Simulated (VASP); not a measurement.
# Si8O16F (a cell with a defect) in VASP: single point with PBE+D3(BJ)

Aim: the single point of Si8O16F (a cell with a defect) with PBE+D3(BJ).

All numbers are computed with VASP 6.6.1; they aren't measurements. Logs are shortened: lines on timing, memory, paths and dates and some standing lists are left out, and cuts for length are marked.

**1. The cell of the first run**

The cell holds a defect, 25 atoms: a = 5.882 Å, b = 5.882 Å, c = 5.323 Å, α = 90.00°, β = 90.00°, γ = 90.00°.

**2. Single point, PBE+D3(BJ)**

INCAR reads:

```
ALGO = Normal
EDIFF = 1E-6
ENCUT = 520
GGA = PE
ISIF = 2
ISMEAR = 0
IVDW = 12
LASPH = True
LCHARG = False
LREAL = Auto
LWAVE = False
NBANDS = 86
NELECT = 136.0
NELM = 100
PREC = Accurate
SIGMA = 0.02
```

KPOINTS reads:

```
k-points
0
Gamma
  2 2 2
```

POSCAR reads:

```
Si8O16F
1.0
   -4.1593000000     -4.1593000000      0.0000000000
    4.1593000000     -4.1593000000      0.0000000000
    0.0000000000      0.0000000000      5.3226000000
Si O F
8 16 1
Direct
    0.4870117710      0.5080318407     -0.0008193842
   -0.0071083269      0.4822092681      0.2476715365
    0.4966217116      0.5010446011      0.4988697477
   -0.0046326986      0.5044069533      0.7475640382
    0.0119051553     -0.0074024758      0.0053420403
    0.4995890287      0.0146026263      0.2469732398
   -0.0089761203     -0.0185649206      0.5114845981
    0.4976337484      0.0093141679      0.7441348632
    0.1867408705      0.4794941587      0.0056118240
    0.0025502301      0.1817641917      0.2481859601
    0.7980857924      0.5018550319     -0.0063111171
    0.0027576564      0.7950951049      0.2510847596
    0.1877908456      0.4928632440      0.4971160665
   -0.0016239507      0.1838443282      0.7536647856
    0.7998648941      0.4479768782      0.4876938467
    0.0827410251      0.7969355942      0.7885541223
    0.6985945009     -0.0028695336     -0.0063246640
    0.4990972938      0.7031816307      0.2533349546
    0.3156702383      0.0185986913      0.0058659641
    0.4878108928      0.3187101568      0.2409238637
    0.6770812372      0.0626030124      0.4842311726
    0.4719244024      0.6953804642      0.7530012269
    0.3006174501      0.0066046368      0.4954552866
    0.4893234952      0.3125812974      0.7533561078
    0.7939952568      0.7724054512      0.6103439606
```

Potentials or basis: VASP PAW PBE potentials, release 64 (Si, O, F).

On the command line:

```sh
> cat potpaw_PBE.64/Si/POTCAR potpaw_PBE.64/O/POTCAR potpaw_PBE.64/F/POTCAR > POTCAR
> mpirun -np 1 vasp_std > vasp.out
```

OUTCAR:

```text
EDIFF = 1E-6
   ENCUT = 520
   GGA = PE
   ISIF = 2
   ISMEAR = 0
   IVDW = 12
   LASPH = True
   LREAL = Auto
   NELECT = 136.0
   NELM = 100
   PREC = Accurate
 IVDW          = 12

 ion  position               nearest neighbor table
   1  0.487  0.508  0.999-  20 1.70  22 1.71  24 1.74   9 1.77  18 1.78  11 1.83   3 2.66   3 2.66

   2  0.993  0.482  0.248-   9 1.72  15 1.72  13 1.76  10 1.77  11 1.78  12 1.84   4 2.66   4 2.67

   3  0.497  0.501  0.499-  20 1.74  24 1.75  18 1.77  22 1.78  15 1.81  13 1.82  25 2.44   1 2.66
                             1 2.66
   4  0.995  0.504  0.748-  13 1.75  11 1.75   9 1.78  16 1.81  15 1.83  14 1.89  25 2.10   2 2.66
                             2 2.67   7 3.07
   5  0.012  0.993  0.005-  16 1.68  10 1.71  12 1.75  14 1.75  19 1.79  17 1.84   7 2.63   7 2.70
                             6 3.15
   6  0.500  0.015  0.247-  21 1.66  19 1.68  23 1.77  17 1.79  20 1.79  18 1.83   8 2.65   8 2.68
                             5 3.15
   7  0.991  0.981  0.511-  14 1.76  12 1.77  25 1.77  23 1.83  10 1.83  16 1.91  21 1.91   5 2.63
                             5 2.70   4 3.07
   8  0.498  0.009  0.744-  19 1.76  23 1.76  21 1.77  17 1.78  24 1.79  22 1.85  25 2.34   6 2.65
                             6 2.68
   9  0.187  0.479  0.006-   2 1.72   1 1.77   4 1.78
  10  0.003  0.182  0.248-   5 1.71   2 1.77   7 1.83
  11  0.798  0.502  0.994-   4 1.75   2 1.78   1 1.83
  12  0.003  0.795  0.251-   5 1.75   7 1.77   2 1.84
  13  0.188  0.493  0.497-   4 1.75   2 1.76   3 1.82
  14  0.998  0.184  0.754-   5 1.75   7 1.76   4 1.89
[... 8 lines left out ...]
  23  0.301  0.007  0.495-   8 1.76   6 1.77   7 1.83
  24  0.489  0.313  0.753-   1 1.74   3 1.75   8 1.79
  25  0.794  0.772  0.610-   7 1.77   4 2.10   8 2.34   3 2.44

  LATTYP: Found a simple tetragonal cell.
 ALAT       =     5.8821384700
 C/A-ratio  =     0.9048749918

  Lattice vectors:

 A1 = (  -4.1593000000,  -4.1593000000,   0.0000000000)
 A2 = (   4.1593000000,  -4.1593000000,   0.0000000000)
 A3 = (   0.0000000000,   0.0000000000,   5.3226000000)

Analysis of symmetry for initial positions (statically):
=====================================================================
 Subroutine PRICEL returns:
 Original cell was already a primitive cell.

 Routine SETGRP: Setting up the symmetry group for a
 simple tetragonal supercell.

 Subroutine GETGRP returns: Found  1 space group operations
 (whereof  1 operations were pure point group operations)
 out of a pool of 16 trial point group operations.

The static configuration has the point symmetry C_1 .

Analysis of symmetry for dynamics (positions and initial velocities):
=====================================================================
 Subroutine PRICEL returns:
 Original cell was already a primitive cell.

 Routine SETGRP: Setting up the symmetry group for a
 simple tetragonal supercell.

 Subroutine GETGRP returns: Found  1 space group operations
 (whereof  1 operations were pure point group operations)
 out of a pool of 16 trial point group operations.

The dynamic configuration has the point symmetry C_1 .

 Subroutine INISYM returns: Found  1 space group operations
 (whereof  1 operations are pure point group operations),
 and found     1 'primitive' translations

----------------------------------------------------------------------------------------

                                     Primitive cell

  volume of cell :     184.1596

  direct lattice vectors                    reciprocal lattice vectors
    -4.159300000 -4.159300000  0.000000000    -0.120212536 -0.120212536  0.000000000
     4.159300000 -4.159300000  0.000000000     0.120212536 -0.120212536  0.000000000
     0.000000000  0.000000000  5.322600000     0.000000000  0.000000000  0.187878105

  length of vectors
     5.882138470  5.882138470  5.322600000     0.170006198  0.170006198  0.187878105

  position of ions in fractional coordinates (direct lattice)
     0.487011771  0.508031841  0.999180616
     0.992891673  0.482209268  0.247671537
     0.496621712  0.501044601  0.498869748
     0.995367301  0.504406953  0.747564038
     0.011905155  0.992597524  0.005342040
     0.499589029  0.014602626  0.246973240
[... 17 lines left out ...]
     0.489323495  0.312581297  0.753356108
     0.793995257  0.772405451  0.610343961

  ion indices of the primitive-cell ions
   primitive index   ion index
                 1           1
                 2           2
                 3           3
                 4           4
                 5           5
                 6           6
[... 17 lines left out ...]
                24          24
                25          25

----------------------------------------------------------------------------------------

 KPOINTS: k-points

Automatic generation of k-mesh.
 Grid dimensions read from file:
 generate k-points for:    2    2    2

 Generating k-lattice:

  Cartesian coordinates                     Fractional coordinates (reciprocal lattice)
    -0.060106268 -0.060106268  0.000000000     0.500000000  0.000000000  0.000000000
     0.060106268 -0.060106268  0.000000000     0.000000000  0.500000000  0.000000000
     0.000000000  0.000000000  0.093939052     0.000000000  0.000000000  0.500000000

  Length of vectors
     0.085003099  0.085003099  0.093939052

  Shift w.r.t. Gamma in fractional coordinates (k-lattice)
     0.000000000  0.000000000  0.000000000

 Subroutine IBZKPT returns following result:
 ===========================================

 Found      8 irreducible k-points:

 Following reciprocal coordinates:
            Coordinates               Weight
  0.000000  0.000000  0.000000      1.000000
  0.500000  0.000000  0.000000      1.000000
  0.000000  0.500000  0.000000      1.000000
  0.500000  0.500000  0.000000      1.000000
  0.000000  0.000000  0.500000      1.000000
  0.500000  0.000000  0.500000      1.000000
  0.000000  0.500000  0.500000      1.000000
  0.500000  0.500000  0.500000      1.000000
   k-points           NKPTS =      8   k-points in BZ     NKDIM =      8   number of bands    NBANDS=     86
   number of dos      NEDOS =    301   number of ions     NIONS =     25
   total plane-waves  NPLWV =  92160
   dimension x,y,z NGX =    48 NGY =   48 NGZ =   40
   dimension x,y,z NGXF=    96 NGYF=   96 NGZF=   80
   ions per type =               8  16   1
   NGX,Y,Z   is equivalent  to a cutoff of  13.57, 13.57, 12.49 a.u.
   NGXF,Y,Z  is equivalent  to a cutoff of  27.13, 27.13, 24.99 a.u.
 SYSTEM =  unknown system
   PREC   = accura    normal or accurate (medium, high low for compatibility)
   ISTART =      0    job   : 0-new  1-cont  2-samecut
   ICHARG =      2    charge: 1-file 2-atom 10-const
   ISPIN  =      1    spin polarized calculation?
   LNONCOLLINEAR =      F non collinear calculations
   LSORBIT =      F    spin-orbit coupling
   LASPH  =      T    aspherical Exc in radial PAW
   ENCUT  =  520.0 eV  38.22 Ry    6.18 a.u.  10.94 10.94  9.90*2*pi/ulx,y,z
   NELM   =    100;   NELMIN=  2; NELMDL= -5     # of ELM steps
   EDIFF  = 0.1E-05   stopping-criterion for ELM
   LREAL  =      T    real-space projection
   EDIFFG = 0.1E-04   stopping-criterion for IOM
   NSW    =      0    number of steps for IOM
   IBRION =     -1    ionic relax: 0-MD 1-quasi-New 2-CG
   NFREE  =      0    steps in history (QN), initial steepest desc. (CG)
   ISIF   =      2    stress and relaxation
   ISYM   =      2    0-nonsym 1-usesym 2-fastsym
   POTIM  = 0.5000    time-step for ionic-motion
   TEBEG  =    0.0;   TEEND  =   0.0 temperature during run
   PSTRESS=    0.0 pullay stress
   NELECT =     136.0000    total number of electrons
   NUPDOWN=      -1.0000    fix difference up-down
   EMIN   =  10.00;   EMAX   =-10.00  energy-range for DOS
   EFERMI =   0.00;   METHOD = LEGACY
   ISMEAR =     0;   SIGMA  =   0.02  broadening in eV -4-tet -1-fermi 0-gaus
   EFERMI_NEDOS =   21; number of points for ismear=-14 and -15
   IALGO  =     38    algorithm
   IMIX   =      4    mixing-type and parameters
     AMIX     =   0.40;   BMIX     =  1.00
     AMIX_MAG =   1.60;   BMIX_MAG =  1.00
  volume/ion in A,a.u.               =       7.37        49.71
  Fermi-wavevector in a.u.,A,eV,Ry     =   1.479755  2.796331 29.792318  2.189674
  Thomas-Fermi vector in A             =   2.593873
   LORBIT       =      0    0 simple, 1 ext, 2 COOP (PROOUT), +10 PAW based schemes
   GGA     = PE    functional components
   LHFCALC =     F    Hartree Fock is set to
   AEXX    =    0.0000 exact exchange contribution
   IVDW    =    12    specifies the selected vdW correction
   LEPSILON=     F    determine dielectric tensor
   LRPA    =     F    only Hartree local field effects (RPA)
 non-spin polarized calculation
 Gauss-broadening in eV      SIGMA  =   0.02
  energy-cutoff  :      520.00
  volume of cell :      184.16
 maximum number of plane-waves:      4983
 NGX is ok and might be reduce to    48
   NGX = 21   NGY = 21   NGZ = 19

 number of electron     135.9999983 magnetization

 Free energy of the ion-electron system (eV)
  ---------------------------------------------------
  ext. energy  EPLUGINS =         0.00000000
  ---------------------------------------------------
  free energy    TOTEN  =      -170.61350988 eV

  energy without entropy =     -170.61350988  energy(sigma->0) =     -170.61350988

 E-fermi :   9.4228     XC(G=0): -12.6198

 val. band max:        9.3289388983   @ k =   0.0000   0.0000   0.5000
 cond. band min:      14.4200593357   @ k =   0.0000   0.0000   0.0000
 fundamental gap:      5.0911204374
 Fermi energy:         9.4228189355

 k-point     1 :       0.0000    0.0000    0.0000
  band No.  band energies     occupation
      1     -15.3477      2.00000
      2     -13.5592      2.00000
      3     -12.1959      2.00000
      4     -12.1156      2.00000
      5     -11.4183      2.00000
      6     -11.1994      2.00000
[... 72 lines left out ...]
     79      18.5658      0.00000
[... 580 lines left out ...]
     79      19.0352      0.00000
     80      19.1301      0.00000
 [bands above 80 left out]

------------------------ aborting loop because EDIFF is reached ----------------------------------------

 Edisp (eV)   -6.07563

 E8    (eV) :    -2.0729

  FORCE on cell =-STRESS in cart. coord.  units (eV):
  Direction    XX          YY          ZZ          XY          YZ          ZX
  --------------------------------------------------------------------------------------
  -------------------------------------------------------------------------------------
  Total      45.21066    41.81247    38.29160     1.13481    -4.01588    -3.88705
  in kB     393.33003   363.76598   333.13462     9.87277   -34.93795   -33.81706
  external pressure =      363.41 kB  Pullay stress =        0.00 kB

 VOLUME and BASIS-vectors are now :
 -----------------------------------------------------------------------------
  energy-cutoff  :      520.00
  volume of cell :      184.16
      direct lattice vectors                 reciprocal lattice vectors
    -4.159300000 -4.159300000  0.000000000    -0.120212536 -0.120212536  0.000000000
     4.159300000 -4.159300000  0.000000000     0.120212536 -0.120212536  0.000000000
     0.000000000  0.000000000  5.322600000     0.000000000  0.000000000  0.187878105

 POSITION                                       TOTAL-FORCE (eV/Angst)
 -----------------------------------------------------------------------------------
      0.08743     -4.13868      5.31824        -0.000664      0.000907      0.001755
     -2.12408     -6.13539      1.31826        -0.010833     -0.018774     -0.007147
      0.01840     -4.14959      2.65528         0.004723      0.014712      0.010989
     -2.04205     -6.23801      3.97898        -0.025885      0.022903      0.003177
      4.07899     -4.17803      0.02843         0.010168     -0.036926      0.021421
     -2.01720     -2.13868      1.31454         0.030149      0.024721     -0.022892
[... 17 lines left out ...]
     -0.73512     -3.33536      4.00981        -0.010375      0.008178      0.000088
     -0.08980     -6.51513      3.24862         0.024030      0.091607      0.004434
 -----------------------------------------------------------------------------------
    total drift:                               -0.002693     -0.010053      0.003046

  FREE ENERGIE OF THE ION-ELECTRON SYSTEM (eV)
  ---------------------------------------------------
  free  energy   TOTEN  =      -176.6891384037 eV

  energy  without entropy=     -176.6891384037  energy(sigma->0) =     -176.68913840
```

It took 7.1 min on 1 thread of AMD EPYC 7R13, shared host; peak memory 0.29 GiB.

What came out:

| Quantity | Value |
| --- | --- |
| Free energy | -176.6891 eV |
| Largest force | 0.108 eV/Å |
| Dispersion energy per atom | -0.243 eV |

Forces in eV/Å, atoms in the order of the input:
```
Si  -0.001  0.001  0.002
Si  -0.011 -0.019 -0.007
Si   0.005  0.015  0.011
Si  -0.026  0.023  0.003
Si   0.010 -0.037  0.021
Si   0.030  0.025 -0.023
Si   0.003 -0.105 -0.028
Si  -0.005  0.015  0.006
O    0.001 -0.013  0.011
O   -0.002  0.002  0.008
O    0.016  0.016  0.019
O   -0.012  0.008  0.003
O   -0.022 -0.015 -0.017
O    0.013 -0.019  0.008
O    0.021 -0.002  0.000
O   -0.017  0.022 -0.017
O   -0.009  0.001  0.002
O    0.012 -0.018 -0.007
O    0.004  0.019 -0.009
O   -0.020  0.006  0.011
O   -0.033 -0.013  0.026
O    0.010 -0.025 -0.015
O    0.017  0.016 -0.013
O   -0.010  0.008  0.000
F    0.024  0.092  0.004
```

Levels at points of the mesh, in eV from the Fermi level:
```
           k point  band 64  band 65  band 66  band 67  band 68  band 69  band 70  band 71  band 72  band 73
(0.00, 0.00, 0.00)    -1.51    -1.43    -0.84    -0.55    -0.18     5.00     5.93     6.28     6.39     6.94
(0.50, 0.00, 0.00)    -1.85    -1.59    -1.20    -0.67    -0.26     5.90     6.08     6.68     6.90     7.32
(0.00, 0.50, 0.00)    -1.88    -1.60    -1.35    -0.79    -0.19     5.94     6.26     6.54     6.75     7.31
(0.50, 0.50, 0.00)    -1.85    -1.54    -1.27    -1.04    -0.40     6.51     6.77     6.90     7.04     7.79
(0.00, 0.00, 0.50)    -1.85    -1.40    -1.31    -0.53    -0.09     6.65     6.86     7.12     7.25     7.80
(0.50, 0.00, 0.50)    -1.70    -1.51    -1.30    -0.62    -0.37     6.76     6.93     7.25     7.65     8.04
(0.00, 0.50, 0.50)    -1.72    -1.39    -1.29    -1.06    -0.11     6.78     6.93     7.26     7.64     7.99
(0.50, 0.50, 0.50)    -1.98    -1.54    -1.44    -0.97    -0.41     7.08     7.69     7.88     7.91     8.31
```

Caveat: the k points lie up to 0.59 Å⁻¹ apart; the cell carries a net charge on a neutralising background, which shifts energy and pressure; the cell is charged against a uniform background, so pressure and absolute levels hang on convention.
